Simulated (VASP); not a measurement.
Runs of VASP 6.6.1 on BaTiO3 (Barioperovskite). It takes space group Amm2 (No. 38, orthorhombic). Conventional cell: a = 3.986 Å, b = 5.674 Å, c = 5.690 Å, α = 90.00°, β = 90.00°, γ = 90.00°. Ba (site symmetry mm2) has 12 O at 2.77 to 2.92 Å and 8 Ti at 3.42 to 3.53 Å within 3.7 Å. Within 2.6 Å of Ti (site symmetry mm2) lie 6 O at 1.93 to 2.09 Å. O (site symmetry mm2) has 2 Ti at 2.00 Å within 2.6 Å. O (site symmetry m) has 2 Ti at 1.93 to 2.09 Å within 2.6 Å. 

```tsv
level	U	gap on the mesh (eV)	pressure (GPa)	largest force (eV/Å)
PBEsol+U	Ti d U = 6.0 eV	(c)	2.9	0.67
PBEsol	-	1.80	-2.1	0.30
PBEsol+U	Ti d U = 4.0 eV	(d)	(b)	0.36
PBEsol+U	Ti d U = 2.0 eV	(a)	-0.5	0.20
```

Alike in all rows: task single point; potentials or basis VASP PAW PBE potentials, release 64 (Ba_sv, Ti_sv, O); no spin polarisation; cell as given; k mesh 4 × 4 × 4; cutoff (eV) 520; smearing gaussian 0.01 eV.

Question: Fill in the values left out.

Answer: (a) 2.01; (b) 1.2; (c) 2.51; (d) 2.25.

Caveats: the PAW data sets were made with another functional, which shifts forces and pressure a little; spin-orbit coupling is left out, which moves the levels of the heavy elements.

A k mesh can miss the band edges, and the runs leave out spin-orbit coupling on Ba.
